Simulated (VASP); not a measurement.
Wanted: the native input for a VASP 6.6.1 run.

```yaml
Task: single point
Functional: PBEsol
Potentials_or_basis: VASP PAW PBE potentials, release 64 (Ge_d, Sb, Te)
Cutoff: 520 eV
k_mesh: 12 × 12 × 2
Occupations: gaussian, width 0.1 eV
Spin: no spin polarisation
Dipole_correction: no
k_mesh_for_the_DOS: 18 × 18 × 3
Occupations_for_the_DOS: tetrahedron
Further_INCAR_settings: ALGO = Fast; EDIFF = 1e-06; NBANDS = 50
```

The system is GeSb4Te7.

```xyz
12
Lattice="4.2546 0.0000 0.0000 -2.1273 3.6846 0.0000 0.0000 0.0000 23.3676" Properties=species:S:1:pos:R:3 pbc="T T T"
Ge    0.0000    0.0000   11.6838
Sb    2.1273    1.2282   21.4041
Sb    0.0000    2.4564    8.0455
Sb    0.0000    2.4564    1.9635
Sb    2.1273    1.2282   15.3222
Te    0.0000    2.4564   19.6906
Te    2.1273    1.2282    3.6770
Te    0.0000    0.0000   17.0308
Te    2.1273    1.2282   10.0288
Te    0.0000    2.4564   13.3388
Te    0.0000    0.0000    0.0000
Te    0.0000    0.0000    6.3369
```

The input as run:

POSCAR

```
GeSb4Te7
1.0
    4.2546405508      0.0000000000      0.0000000000
   -2.1273202754      3.6846268010      0.0000000000
    0.0000000000      0.0000000000     23.3676217802
Ge Sb Te
1 4 7
Direct
    0.0000000000      0.0000000000      0.5000000000
    0.6666666667      0.3333333333      0.9159719094
    0.3333333333      0.6666666667      0.3442998530
    0.3333333333      0.6666666667      0.0840280906
    0.6666666667      0.3333333333      0.6557001470
    0.3333333333      0.6666666667      0.8426438085
    0.6666666667      0.3333333333      0.1573561915
    0.0000000000      0.0000000000      0.7288187779
    0.6666666667      0.3333333333      0.4291742601
    0.3333333333      0.6666666667      0.5708257399
    0.0000000000      0.0000000000      0.0000000000
    0.0000000000      0.0000000000      0.2711812221
```

INCAR.step1

```
PREC     = Accurate       # precision mode
ENCUT    = 520            # plane-wave cutoff, eV
EDIFF    = 1E-6           # SCF threshold, eV
ISMEAR   = 0              # smearing method
SIGMA    = 0.1            # smearing width, eV
LREAL    = False          # projectors in reciprocal space
LASPH    = True           # aspherical terms in the spheres
NELM     = 60             # most SCF steps
ALGO     = Fast           # electronic algorithm
ISIF     = 2              # what is computed and relaxed
LWAVE    = False          # write WAVECAR
LCHARG   = True           # write CHGCAR
GGA      = PS             # functional
NBANDS   = 50             # bands
```

KPOINTS.step1

```
regular mesh
0
Gamma
  12 12 2
```

INCAR.step2

```
PREC     = Accurate       # precision mode
ENCUT    = 520            # plane-wave cutoff, eV
EDIFF    = 1E-6           # SCF threshold, eV
ISMEAR   = -5             # smearing method
SIGMA    = 0.1            # smearing width, eV
LREAL    = False          # projectors in reciprocal space
LASPH    = True           # aspherical terms in the spheres
NELM     = 60             # most SCF steps
ALGO     = Fast           # electronic algorithm
ISIF     = 2              # what is computed and relaxed
LWAVE    = False          # write WAVECAR
LCHARG   = False          # write CHGCAR
GGA      = PS             # functional
LORBIT   = 11             # projections on sites
NBANDS   = 50             # bands
NEDOS    = 1001           # points of the DOS
ICHARG   = 11             # starting density
```

KPOINTS.step2

```
regular mesh
0
Gamma
  18 18 3
```

Potentials or basis: VASP PAW PBE potentials, release 64 (Ge_d, Sb, Te).

Launch:

```sh
$ cat potpaw_PBE.64/Ge_d/POTCAR potpaw_PBE.64/Sb/POTCAR potpaw_PBE.64/Te/POTCAR > POTCAR
$ cp INCAR.step1 INCAR
$ cp KPOINTS.step1 KPOINTS
$ mpirun -np 1 vasp_std > vasp.out
$ cp INCAR.step2 INCAR
$ cp KPOINTS.step2 KPOINTS
$ mpirun -np 1 vasp_std > vasp.out
```

Results of the run:

| Property | Result |
| --- | --- |
| Valence electrons inside the program's atomic spheres | Ge 12.12; Sb 2.32; Te 3.33, 3.36 (each value once) |

Run time: 100 min on 1 thread of Oxide Virtual Turin-like Processor (shared host), peak memory 1.5 GiB.
